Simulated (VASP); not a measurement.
A run of VASP 6.6.1 is set up as follows.

Contents of INCAR:

```
SYSTEM = Ge
PREC = Accurate
ENCUT = 500
EDIFF = 1E-6
ISMEAR = -1
SIGMA = 0.06122561905347299
LREAL = .False.
LASPH = .True.
NELM = 120
ALGO = Normal
ISIF = 2
LWAVE = .False.
LCHARG = .False.
GGA = PE
NBANDS = 21
GGA_COMPAT = .False.
```

KPOINTS

```
Automatic mesh
0
Gamma
  8 8 8
  0 0 0
```

POSCAR

```
Ge
1.0
    0.0000000000      2.8519183145      2.8519183145
    2.8519183145      0.0000000000      2.8519183145
    2.8519183145      2.8519183145      0.0000000000
Ge
2
Direct
    0.0000000000      0.0000000000      0.0000000000
    0.2500000000      0.2500000000      0.2500000000
```

Potentials or basis: VASP PAW PBE potentials, release 64 (Ge_d).

Command:

```console
$ cat potpaw_PBE.64/Ge_d/POTCAR > POTCAR
$ mpirun -np 1 vasp_std > vasp.out
```

Q: Estimate the band gap on the k mesh.

A: Zero (filled and empty bands touch).

Q: Predict the pressure.

A: 1.8 GPa.
